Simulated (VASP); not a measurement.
# CuSi16 (a cell with a defect): single point with PBEsol

CuSi16 (a cell with a defect):

```
Si Cu
1.0
     0.00000    5.43000    5.43000
     5.43000    0.00000    5.43000
     5.43000    5.43000    0.00000
Si Cu
16 1
Direct
  0.00093 0.00102 0.03087
  0.13792 0.13835 0.12769
  0.00130 0.00167 0.50833
  0.11387 0.11411 0.65851
  0.99722 0.51226 0.98937
  0.12281 0.63269 0.11747
  0.99345 0.49599 0.50739
  0.12530 0.62898 0.61491
  0.51189 0.99770 0.98943
  0.63257 0.12308 0.11754
  0.49576 0.99372 0.50742
  0.62861 0.12569 0.61497
  0.50207 0.50232 0.98669
  0.62456 0.62503 0.11465
  0.49750 0.49789 0.48834
  0.62151 0.62177 0.61177
  0.26129 0.26145 0.28911
```

| Item | Value |
| --- | --- |
| Program | VASP 6.6.1 |
| Task | single point |
| Functional | PBEsol |
| Potentials or basis | VASP PAW PBE potentials, release 64 (Si, Cu) |
| Cutoff | 520 eV |
| k mesh | 2 × 2 × 2 |
| Occupations | gaussian, width 0.02 eV |
| Spin | no spin polarisation |
| Dipole correction | no |
| Charge | 1 |
| Further INCAR settings | LREAL = Auto; ALGO = Normal; EDIFF = 1e-06; NBANDS = 52; NELECT = 74.0 |

* Largest force: 0.038 eV/Å

Forces on the atoms (eV/Å):
```
Si  -0.005 -0.006  0.004
Si   0.002  0.005 -0.009
Si  -0.001 -0.001  0.003
Si   0.014  0.012 -0.012
Si  -0.007  0.008  0.000
Si   0.036 -0.013  0.002
Si   0.004 -0.015  0.004
Si  -0.011 -0.004 -0.009
Si   0.009 -0.006  0.000
Si  -0.015  0.034  0.001
Si  -0.015  0.005  0.003
Si  -0.005 -0.011 -0.008
Si  -0.003 -0.003 -0.004
Si  -0.003 -0.004 -0.006
Si   0.000  0.001 -0.002
Si   0.002  0.000  0.004
Cu  -0.001 -0.002  0.030
```

Levels at points of the mesh, in eV from the Fermi level:
```csv
k point,band 33,band 34,band 35,band 36,band 37,band 38,band 39,band 40,band 41,band 42
"(0.00, 0.00, 0.00)",-1.03,-0.95,-0.70,-0.21,-0.12,0.12,0.38,0.48,0.51,0.55
"(0.50, 0.00, 0.00)",-2.02,-0.91,-0.87,-0.84,-0.73,0.48,1.02,1.19,1.20,1.33
"(0.00, 0.50, 0.00)",-2.02,-0.91,-0.87,-0.84,-0.73,0.48,1.02,1.19,1.20,1.33
"(0.00, 0.00, 0.50)",-2.05,-0.94,-0.89,-0.81,-0.80,0.37,1.11,1.19,1.23,1.32
"(0.50, 0.50, 0.50)",-2.10,-0.90,-0.88,-0.72,-0.54,0.46,0.92,1.21,1.27,1.44
"(0.50, 0.50, 0.00)",-1.89,-1.51,-1.50,-1.41,-1.09,0.60,0.92,1.90,1.96,2.08
"(0.00, 0.50, 0.50)",-1.84,-1.54,-1.44,-1.43,-1.04,0.58,0.93,1.90,1.99,2.06
"(0.50, 0.00, 0.50)",-1.84,-1.54,-1.44,-1.43,-1.03,0.58,0.93,1.90,1.99,2.06
```

It took 2.5 min on 1 thread of Intel(R) Xeon(R) 6975P-C (Granite Rapids), on a shared host, peak memory 0.49 GiB.

Caveat: the k points lie up to 0.50 Å⁻¹ apart; the cell carries a net charge on a neutralising background, which shifts energy and pressure; the cell is charged against a uniform background, so pressure and absolute levels hang on convention; the PAW data sets were made with another functional, which shifts forces and pressure a little.
